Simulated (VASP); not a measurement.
# AlN (P3m1) in VASP: a series of runs

Runs on AlN. Level: r2SCAN. Tasks: single point.

Program: VASP 6.6.1. These are calculated values, not measurements. Logs are shortened: lines on timing, memory, paths and dates and some standing lists are left out, and cuts for length are marked.

### 1 The cell of the first run

It takes space group P3m1 (No. 156, trigonal). Conventional cell: a = 3.107 Å, b = 3.107 Å, c = 10.957 Å, α = 90.00°, β = 90.00°, γ = 120.00°. Within 2.5 Å of Al (site symmetry 3m) lie 4 N at 1.89 to 1.90 Å. Al (site symmetry 3m) has 4 N at 1.89 to 1.90 Å within 2.5 Å. Within 2.5 Å of Al (site symmetry 3m) lie 3 N at 1.89 Å. Al (site symmetry 3m) has 4 N at 1.89 to 1.90 Å within 2.5 Å. Within 2.5 Å of N (site symmetry 3m) lie 4 Al at 1.89 to 1.90 Å. Within 2.5 Å of N (site symmetry 3m) lie 4 Al at 1.89 to 1.90 Å. N (site symmetry 3m) has 3 Al at 1.89 Å within 2.5 Å. Within 2.5 Å of N (site symmetry 3m) lie 4 Al at 1.89 to 1.90 Å.

### 2 Single point, r2SCAN

Contents of POSCAR:

```
AlN
1.0
   -3.1066653375      0.0000000000      0.0000000000
   -1.5533326688     -2.6904511034      0.0000000000
    0.0000000000      0.0000000000     10.9568096770
Al N
4 4
Direct
    0.3333333333      0.3333333333      0.5948531070
    0.3333333333      0.3333333333      0.1404868283
    0.6666666667      0.6666666667      0.8220362463
    0.6666666667      0.6666666667      0.3676699677
    0.3333333333      0.3333333333      0.7682457289
    0.3333333333      0.3333333333      0.3138794503
    0.6666666667      0.6666666667      0.0866963110
    0.6666666667      0.6666666667      0.5410625896
```

Contents of INCAR.step1:

```
PREC = Accurate ; ENCUT = 520
ISMEAR = 0 ; SIGMA = 0.05
LREAL = False ; LASPH = True
NELM = 100 ; NBANDS = 26
GGA = PE ; ALGO = Normal
EDIFF = 1E-4 ; LWAVE = True
LCHARG = False
```

Contents of INCAR.step2:

```
PREC = Accurate ; ENCUT = 520
EDIFF = 1E-7 ; ISMEAR = 0
SIGMA = 0.05 ; LREAL = False
LASPH = True ; NELM = 100
ALGO = Normal ; ISIF = 2
LWAVE = False ; LCHARG = False
METAGGA = R2SCAN ; LMIXTAU = True
NBANDS = 26 ; ISTART = 1
```

Contents of KPOINTS:

```
regular mesh
0
Gamma
  8 8 3
```

Potentials or basis: VASP PAW PBE potentials, release 64 (Al, N).

The run is started by

```bash
$ cat potpaw_PBE.64/Al/POTCAR potpaw_PBE.64/N/POTCAR > POTCAR
$ cp INCAR.step1 INCAR
$ mpirun -np 1 vasp_std > vasp.out
$ cp INCAR.step2 INCAR
$ mpirun -np 1 vasp_std > vasp.out
```

OUTCAR:

```text
PREC = Accurate
   ENCUT = 520
   EDIFF = 1E-7
   ISMEAR = 0
   LREAL = False
   LASPH = True
   NELM = 100
   ISIF = 2
   METAGGA = R2SCAN
   ISTART = 1

 ion  position               nearest neighbor table
   1  0.333  0.333  0.595-   8 1.89   8 1.89   8 1.89   5 1.90   4 3.07   3 3.07   4 3.07   3 3.07
                             4 3.07   3 3.07
   2  0.333  0.333  0.140-   7 1.89   7 1.89   7 1.89   6 1.90   4 3.07   4 3.07   4 3.07
   3  0.667  0.667  0.822-   5 1.89   5 1.89   5 1.89   1 3.07   1 3.07   1 3.07
   4  0.667  0.667  0.368-   6 1.89   6 1.89   6 1.89   8 1.90   1 3.07   1 3.07   1 3.07   2 3.07
                             2 3.07   2 3.07
   5  0.333  0.333  0.768-   3 1.89   3 1.89   3 1.89   1 1.90
   6  0.333  0.333  0.314-   4 1.89   4 1.89   4 1.89   2 1.90
   7  0.667  0.667  0.087-   2 1.89   2 1.89   2 1.89
   8  0.667  0.667  0.541-   1 1.89   1 1.89   1 1.89   4 1.90

  LATTYP: Found a hexagonal cell.
 ALAT       =     3.1066653376
 C/A-ratio  =     3.5268715766

  Lattice vectors:

 A1 = (   1.5533326688,   2.6904511034,   0.0000000000)
 A2 = (  -3.1066653375,   0.0000000000,   0.0000000000)
 A3 = (   0.0000000000,   0.0000000000,  10.9568096770)

Analysis of symmetry for initial positions (statically):
=====================================================================
 Subroutine PRICEL returns:
 Original cell was already a primitive cell.

 Routine SETGRP: Setting up the symmetry group for a
 hexagonal supercell.

 Subroutine GETGRP returns: Found  6 space group operations
 (whereof  6 operations were pure point group operations)
 out of a pool of 24 trial point group operations.

The static configuration has the point symmetry C_3v.

Analysis of symmetry for dynamics (positions and initial velocities):
=====================================================================
 Subroutine PRICEL returns:
 Original cell was already a primitive cell.

 Routine SETGRP: Setting up the symmetry group for a
 hexagonal supercell.

 Subroutine GETGRP returns: Found  6 space group operations
 (whereof  6 operations were pure point group operations)
 out of a pool of 24 trial point group operations.

The dynamic configuration has the point symmetry C_3v.

 Subroutine INISYM returns: Found  6 space group operations
 (whereof  6 operations are pure point group operations),
 and found     1 'primitive' translations

[... 111 lines left out ...]
   ISIF   =      2    stress and relaxation
   ISYM   =      2    0-nonsym 1-usesym 2-fastsym
   POTIM  = 0.5000    time-step for ionic-motion
   TEBEG  =    0.0;   TEEND  =   0.0 temperature during run
   PSTRESS=    0.0 pullay stress
   NELECT =      32.0000    total number of electrons
   NUPDOWN=      -1.0000    fix difference up-down
   EMIN   =  10.00;   EMAX   =-10.00  energy-range for DOS
   EFERMI =   0.00;   METHOD = LEGACY
   ISMEAR =     0;   SIGMA  =   0.05  broadening in eV -4-tet -1-fermi 0-gaus
   EFERMI_NEDOS =   21; number of points for ismear=-14 and -15
   IALGO  =     38    algorithm
   IMIX   =      4    mixing-type and parameters
     AMIX     =   0.40;   BMIX     =  1.00
     AMIX_MAG =   1.60;   BMIX_MAG =  1.00
  volume/ion in A,a.u.               =      11.45        77.25
  Fermi-wavevector in a.u.,A,eV,Ry     =   1.153073  2.178993 18.090008  1.329578
  Thomas-Fermi vector in A             =   2.289720
   LORBIT       =      0    0 simple, 1 ext, 2 COOP (PROOUT), +10 PAW based schemes
   METAGGA = R2SCAN    functional components
   LHFCALC =     F    Hartree Fock is set to
   AEXX    =    0.0000 exact exchange contribution
   IVDW    =     0    specifies the selected vdW correction
   LEPSILON=     F    determine dielectric tensor
   LRPA    =     F    only Hartree local field effects (RPA)
 non-spin polarized calculation
 Gauss-broadening in eV      SIGMA  =   0.05
  energy-cutoff  :      520.00
  volume of cell :       91.58
 maximum number of plane-waves:      2488
   NGX = 11   NGY = 11   NGZ = 41

 number of electron      31.9999993 magnetization

 Free energy of the ion-electron system (eV)
  ---------------------------------------------------
  ext. energy  EPLUGINS =         0.00000000
  ---------------------------------------------------
  free energy    TOTEN  =       -74.76887763 eV

  energy without entropy =      -74.76887763  energy(sigma->0) =      -74.76887763

 E-fermi :   6.6352     XC(G=0): -10.9233

 val. band max:        6.3624077533   @ k =   0.0000   0.0000   0.3333
 cond. band min:       7.8344866577   @ k =   0.0000   0.0000   0.0000
 fundamental gap:      1.4720789044
 Fermi energy:         6.6352119699

 k-point     1 :       0.0000    0.0000    0.0000
  band No.  band energies     occupation
      1     -11.8588      2.00000
      2     -10.7018      2.00000
      3      -9.6115      2.00000
      4      -7.7314      2.00000
      5      -1.4514      2.00000
      6       0.7992      2.00000
[... 685 lines left out ...]
     25      15.8534      0.00000
     26      16.5002      0.00000

 [... further k-points ...]

------------------------ aborting loop because EDIFF is reached ----------------------------------------

  FORCE on cell =-STRESS in cart. coord.  units (eV):
  Direction    XX          YY          ZZ          XY          YZ          ZX
  --------------------------------------------------------------------------------------
  -------------------------------------------------------------------------------------
  Total       -0.7503423     -0.7503423     -7.0728363     -0.0000000     -0.0000000      0.0000000
  in kB      -13.1270250    -13.1270250   -123.7372597     -0.0000000     -0.0000000      0.0000000
  external PRESSURE =     -49.9971032 kB  Pullay stress =       0.0000000 kB

 VOLUME and BASIS-vectors are now :
 -----------------------------------------------------------------------------
  energy-cutoff  :      520.00
  volume of cell :       91.58
      direct lattice vectors                 reciprocal lattice vectors
    -3.106665337  0.000000000  0.000000000    -0.321888550  0.185842441  0.000000000
    -1.553332669 -2.690451103  0.000000000     0.000000000 -0.371684882  0.000000000
     0.000000000  0.000000000 10.956809677     0.000000000  0.000000000  0.091267443

 POSITION                                       TOTAL-FORCE (eV/Angst)
 -----------------------------------------------------------------------------------
     -1.55333     -0.89682      6.51769         0.000000     -0.000000     -1.083507
     -1.55333     -0.89682      1.53929         0.000000      0.000000     -2.173805
     -3.10667     -1.79363      9.00689        -0.000000     -0.000000      1.434338
     -3.10667     -1.79363      4.02849         0.000000     -0.000000     -1.108592
     -1.55333     -0.89682      8.41752         0.000000     -0.000000      1.159394
     -1.55333     -0.89682      3.43912         0.000000     -0.000000      1.150891
     -3.10667     -1.79363      0.94991         0.000000      0.000000     -0.437166
     -3.10667     -1.79363      5.92832         0.000000     -0.000000      1.058448
 -----------------------------------------------------------------------------------
    total drift:                                0.000000      0.000000      0.024982

  FREE ENERGIE OF THE ION-ELECTRON SYSTEM (eV)
  ---------------------------------------------------
  free  energy   TOTEN  =       -74.7688776258 eV

  energy  without entropy=      -74.7688776258  energy(sigma->0) =      -74.76887763
```

It took 3.9 min on 1 thread of Intel Xeon Platinum 8259CL at 2.50GHz (Skylake/Cascade Lake), shared host; peak memory 0.23 GiB.

What came out:

```yaml
Free_energy: -74.7689 eV
Pressure: -5.0 GPa
Largest_force: 2.174 eV/Å
Band_gap_on_the_k_mesh: 1.47 eV, direct
```

Forces on the atoms (eV/Å):
```
Al   0.000  0.000 -1.084
Al   0.000  0.000 -2.174
Al   0.000  0.000  1.434
Al   0.000  0.000 -1.109
N    0.000  0.000  1.159
N    0.000  0.000  1.151
N    0.000  0.000 -0.437
N    0.000  0.000  1.058
```

Caveat: the PAW data sets were made with another functional, which shifts forces and pressure a little. r2SCAN opens gaps a little over a GGA but as a rule still falls short of measured ones.

### 3 Single point, r2SCAN

This run uses another cell than the first one, of 11.97 Å³/atom, 1.046 times its volume.

Contents of POSCAR:

```
AlN
1.0
   -3.1066653375      0.0000000000      0.0000000000
   -1.5533326688     -2.6904511034      0.0000000000
    0.0000000000      0.0000000000     11.4568096770
Al N
4 4
Direct
    0.3333333333      0.3333333333      0.5688924284
    0.3333333333      0.3333333333      0.1343556787
    0.6666666667      0.6666666667      0.7861608032
    0.6666666667      0.6666666667      0.3516240536
    0.3333333333      0.3333333333      0.7347178206
    0.3333333333      0.3333333333      0.3001810709
    0.6666666667      0.6666666667      0.0829126961
    0.6666666667      0.6666666667      0.5174494457
```

Contents of INCAR.step1:

```
SYSTEM = AlN
ALGO     = Normal         ! electronic algorithm
EDIFF    = 1E-4           ! SCF threshold, eV
ENCUT    = 520            ! plane-wave cutoff, eV
GGA      = PE             ! functional
ISMEAR   = 0              ! smearing method
LASPH    = .True.         ! aspherical terms in the spheres
LCHARG   = .False.        ! write CHGCAR
LREAL    = .False.        ! projectors in reciprocal space
LWAVE    = .True.         ! write WAVECAR
NBANDS   = 26             ! bands
NELM     = 60             ! most SCF steps
PREC     = Accurate       ! precision mode
SIGMA    = 0.05           ! smearing width, eV
```

Contents of INCAR.step2:

```
SYSTEM = AlN
ALGO     = Normal         ! electronic algorithm
EDIFF    = 1E-7           ! SCF threshold, eV
ENCUT    = 520            ! plane-wave cutoff, eV
ISIF     = 2              ! what is computed and relaxed
ISMEAR   = 0              ! smearing method
ISTART   = 1            
LASPH    = .True.         ! aspherical terms in the spheres
LCHARG   = .False.        ! write CHGCAR
LMIXTAU  = .True.       
LREAL    = .False.        ! projectors in reciprocal space
LWAVE    = .False.        ! write WAVECAR
METAGGA  = R2SCAN         ! meta-GGA
NBANDS   = 26             ! bands
NELM     = 60             ! most SCF steps
PREC     = Accurate       ! precision mode
SIGMA    = 0.05           ! smearing width, eV
```

Contents of KPOINTS:

```
k-points
0
Gamma
  8 8 3
  0 0 0
```

Potentials or basis: VASP PAW PBE potentials, release 64 (Al, N).

The run is started by

```bash
$ cat potpaw_PBE.64/Al/POTCAR potpaw_PBE.64/N/POTCAR > POTCAR
$ cp INCAR.step1 INCAR
$ mpirun -np 1 vasp_std > vasp.out
$ cp INCAR.step2 INCAR
$ mpirun -np 1 vasp_std > vasp.out
```

Wall time 4.7 min (1 thread of Intel Xeon Platinum 8259CL at 2.50GHz (Skylake/Cascade Lake), shared host); peak memory 0.24 GiB.

The run converged. Its results:

```
Free energy            : -73.8042 eV
Pressure               : -4.0 GPa
Largest force          : 2.734 eV/Å
Band gap on the k mesh : 0.11 eV, direct
```

Forces in eV/Å, atoms in the order of the input:
```
Al   0.000  0.000 -1.366
Al   0.000  0.000 -2.734
Al   0.000  0.000  0.743
Al   0.000  0.000 -1.443
N    0.000  0.000  1.324
N    0.000  0.000  1.491
N    0.000  0.000  0.665
N    0.000  0.000  1.320
```

Stress tensor (GPa, compression positive):
```
 -1.02   0.00   0.00
  0.00  -1.02   0.00
  0.00   0.00 -10.09
```

Levels at points of the mesh, in eV from the valence-band top:
```tsv
k point	band 12	band 13	band 14	band 15	band 16	band 17	band 18	band 19	band 20	band 21
(0.00, 0.00, 0.00)	-2.01	-2.01	-1.42	0.00	0.00	0.11	3.82	4.32	5.56	7.50
(0.50, 0.00, 0.00)	-4.14	-2.93	-2.87	-0.80	-0.73	1.48	2.65	3.98	4.55	5.54
```

Caveat: the PAW data sets were made with another functional, which shifts forces and pressure a little.

(Continued in part 2 of 2.)
